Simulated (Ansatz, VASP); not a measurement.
# Tc: VASP beside Ansatz

```
Tc
1.0
     2.76740    0.00000    0.00000
    -1.38370    2.39664    0.00000
     0.00000    0.00000    4.39800
Tc
2
Cartesian
  0.0000 1.5978 1.0995
  1.3837 0.7989 3.2985
```

Change from the starting cell: equal xx and yy strain of +1 %.

Alike in both runs: task single point; functional LDA; k mesh 17 × 17 × 9; occupations fermi-dirac, width 0.08 eV; no spin polarisation.

|  | VASP | Ansatz |
| --- | --- | --- |
| version | VASP 6.6.1 | Ansatz 0.2.0 |
| potentials or method | VASP PAW LDA potentials, release 64 (Tc_pv), cutoff 520 eV | all-electron LAPW, scalar-relativistic |

```csv
,VASP,Ansatz,Ansatz less VASP
pressure (GPa),-17.1,-17.1,-0.03
"traceless stress, the component that is largest in VASP (GPa)",0.86,0.89,+0.030
```

LDA's correlation is that of Perdew and Zunger in VASP and of Perdew and Wang (1992) in Ansatz. Ansatz ran all-electron here, and VASP with PAW potentials.
